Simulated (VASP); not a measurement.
In6As: relaxation of cell and atoms with PBE

Crystal: In6As.

```
CELL_PARAMETERS angstrom
0.00000 4.62111 4.62111
4.62111 0.00000 4.62111
4.62111 4.62111 0.00000
ATOMIC_POSITIONS crystal
In 0.50000 0.50000 0.00000
In 0.50000 0.00000 0.50000
In 0.00000 0.00000 0.50000
In 0.00000 0.50000 0.00000
In 0.00000 0.50000 0.50000
In 0.50000 0.00000 0.00000
As 0.00000 0.00000 0.00000
```

The cell was generated, and may not be a known phase.

```yaml
Program: VASP 6.6.1
Task: relaxation of cell and atoms
Functional: PBE
Potentials_or_basis: VASP PAW PBE potentials, release 64 (In_d, As)
Cutoff: 600 eV
k_mesh: 6 × 6 × 6
Occupations: gaussian, width 0.1 eV
Spin: no spin polarisation
Dipole_correction: no
Further_INCAR_settings: ALGO = Fast; EDIFF = 1e-06; IBRION = 2; EDIFFG = -0.01; NSW = 100; ISIF = 3
```

```json
{
 "Pressure after relaxing": "0.0 GPa",
 "Band gap on the k mesh": "zero (an odd number of electrons rules out a gap without spin polarisation)"
}
```

Final structure:
```yaml
crystal:
  lattice:
    - [0.00000, 4.62111, 4.62111]
    - [4.62111, 0.00000, 4.62111]
    - [4.62111, 4.62111, 0.00000]
  atoms:
    - { symbol: In, position: [0.50000, 0.50000, 0.00000] }
    - { symbol: In, position: [0.50000, 0.00000, 0.50000] }
    - { symbol: In, position: [0.00000, 0.00000, 0.50000] }
    - { symbol: In, position: [0.00000, 0.50000, 0.00000] }
    - { symbol: In, position: [0.00000, 0.50000, 0.50000] }
    - { symbol: In, position: [0.50000, 0.00000, 0.00000] }
    - { symbol: As, position: [0.00000, 0.00000, 0.00000] }
```

Levels at points of the mesh, in eV from the Fermi level:
```
           k point  band 38  band 39  band 40  band 41  band 42  band 43  band 44  band 45
(0.00, 0.00, 0.00)    -3.71    -3.48    -1.72    -1.72    -1.26    -1.26    -1.26     3.13
(0.50, 0.00, 0.00)    -2.17    -1.34    -1.09    -1.09    -0.28     0.53     0.53     2.45
(0.50, 0.50, 0.00)    -1.07    -0.66    -0.66    -0.37     0.05     0.05     1.81     1.88
```

It took 7.2 min on 1 thread of Oxide Virtual Turin-like Processor, on a shared host, peak memory 0.43 GiB.

Caveat: the relaxation stopped at its first step, so nothing moved; spin-orbit coupling is left out, which moves the levels of the heavy elements.
